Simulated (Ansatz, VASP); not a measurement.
# YF4: VASP beside Ansatz

```
Y F
1.0
     0.00000    4.57200    4.57200
     4.57200    0.00000    4.57200
     4.57200    4.57200    0.00000
Y F
1 4
Direct
  0.25000 0.25000 0.25000
  0.38016 0.85951 0.38016
  0.38016 0.38016 0.38016
  0.85951 0.38016 0.38016
  0.38016 0.38016 0.85951
```

Alike in both runs: functional PBE; k mesh 8 × 8 × 8; occupations gaussian, width 0.1 eV; no spin polarisation.

Ansatz relaxed the structure, and its values are those at the end. VASP's run is a single point on that final structure, the one shown.

|  | VASP | Ansatz |
| --- | --- | --- |
| version | VASP 6.6.1 | Ansatz 0.2.0 |
| potentials or method | VASP PAW PBE potentials, release 64 (Y_sv, F), cutoff 600 eV | scalar-relativistic, plane waves, PAW |
| valence electrons in the cell | 39 | 39 |

VASP gave:

* pressure (GPa): 0.0
* rms of the force components (eV/Å): 0.020

Estimate Ansatz's values.

pressure (GPa): 0.0; rms of the force components (eV/Å): 0.000.

With one functional, cell and mesh, what is left measures potentials, basis and numerics.
